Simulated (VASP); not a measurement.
Runs of VASP 6.6.1 on Cu. The structure is that of space group Fm-3m (No. 225), or close to it. The cells are those of the table. 

```tsv
cell	gap on the mesh (eV)	pressure (GPa)
a = 2.536, b = 2.536, c = 2.438 Å, angles 61.3, 61.3, 57.5°, 1 atom	none	(a)
a = 2.632, b = 2.632, c = 2.567 Å, angles 60.8, 60.8, 58.4°, 1 atom	none	-5.3
a = 2.471, b = 2.471, c = 2.438 Å, angles 60.4, 60.4, 59.1°, 1 atom	none	25.4
a = 2.631 Å, angles 60.0°, 1 atom	none	(b)
a = 2.438 Å, angles 60.0°, 1 atom	none	32.4
```

Alike in all rows: task single point; level PBE; potentials or basis VASP PAW PBE potentials, release 64 (Cu); no spin polarisation; k mesh 28 × 28 × 28; cutoff (eV) 520; smearing gaussian 0.15 eV.

Estimate the missing entries.

(a) 14.5; (b) -8.1.

A gap of «none» marks levels without a gap at the run's occupations.
